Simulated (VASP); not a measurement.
Input of a VASP 6.6.1 run:

The input INCAR:

```
SYSTEM = Sn2Ge
PREC = Accurate
ENCUT = 600
EDIFF = 1E-6
ISMEAR = -1
SIGMA = 0.02
LREAL = .FALSE.
LASPH = .TRUE.
NELM = 100
ALGO = Normal
ISIF = 3
LWAVE = .FALSE.
LCHARG = .FALSE.
GGA = PE
IBRION = 2
NSW = 80
EDIFFG = -0.005
```

KPOINTS

```
Automatic mesh
0
G
  6 6 2
  0 0 0
```

File POSCAR:

```
Sn2Ge
1.0
    4.3328751895      0.0000000000      0.0000000000
   -2.1664375947      3.7523799855      0.0000000000
    0.0000000000      0.0000000000     10.6133333333
Ge Sn
2 4
Direct
    0.3333333333      0.6666666667      0.7083333333
    0.6666666667      0.3333333333      0.2916666667
    0.0000000000      0.0000000000      0.3750000000
    0.6666666667      0.3333333333      0.0416666667
    0.0000000000      0.0000000000      0.6250000000
    0.3333333333      0.6666666667      0.9583333333
```

Potentials or basis: VASP PAW PBE potentials, release 64 (Ge_d, Sn_d).

Command:

```console
$ cat potpaw_PBE.64/Ge_d/POTCAR potpaw_PBE.64/Sn_d/POTCAR > POTCAR
$ mpirun -np 1 vasp_std > vasp.out
```

(1) Predict the relaxed cell.

(2) Predict the space group after relaxing (to 0.1 Å).

(3) What does it give for the relaxed volume?

Results:

(1) a = 4.509 Å, b = 4.509 Å, c = 11.027 Å, α = 90.00°, β = 90.00°, γ = 120.00°.

(2) P-3m1 (No. 164).

(3) 32.37 Å³/atom.
